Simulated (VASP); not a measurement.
A run of VASP 6.6.1 is set up as follows.

POSCAR

```
CdS
1.0
    0.0000000000      2.9392148416      2.9392148416
    2.9392148416      0.0000000000      2.9392148416
    2.9392148416      2.9392148416      0.0000000000
Cd S
1 1
Direct
    0.0000000000      0.0000000000      0.0000000000
    0.2500000000      0.2500000000      0.2500000000
```

The input INCAR.step1:

```
  PREC = Accurate
  ENCUT = 520
  EDIFF = 1E-5
  ISMEAR = 0
  SIGMA = 0.01
  LREAL = F
  LASPH = T
  NELM = 60
  ALGO = Normal
  ISIF = 2
  LWAVE = T
  LCHARG = F
  NBANDS = 16
  GGA = PE
```

File INCAR.step2:

```
  PREC = Accurate
  ENCUT = 520
  EDIFF = 1E-7
  ISMEAR = 0
  SIGMA = 0.01
  LREAL = F
  LASPH = T
  NELM = 60
  ALGO = Normal
  ISIF = 2
  LWAVE = F
  LCHARG = F
  GGA = PE
  LHFCALC = T
  HFSCREEN = 0.2079
  PRECFOCK = Normal
  NBANDS = 16
  ISTART = 1
```

Contents of KPOINTS:

```
regular mesh
0
Gamma
  6 6 6
```

Potentials or basis: VASP PAW PBE potentials, release 64 (Cd, S).

Command:

```console
$ cat potpaw_PBE.64/Cd/POTCAR potpaw_PBE.64/S/POTCAR > POTCAR
$ cp INCAR.step1 INCAR
$ mpirun -np 1 vasp_std > vasp.out
$ cp INCAR.step2 INCAR
$ mpirun -np 1 vasp_std > vasp.out
```

Problem. What does it give for the band gap on the k mesh?

Solution. 2.11 eV.

Problem. Estimate the pressure.

Solution. 0.5 GPa.

Caveat: the structure was generated, so it needn't be the stable form of CdS; the PAW data sets were made with another functional, which shifts forces and pressure a little.
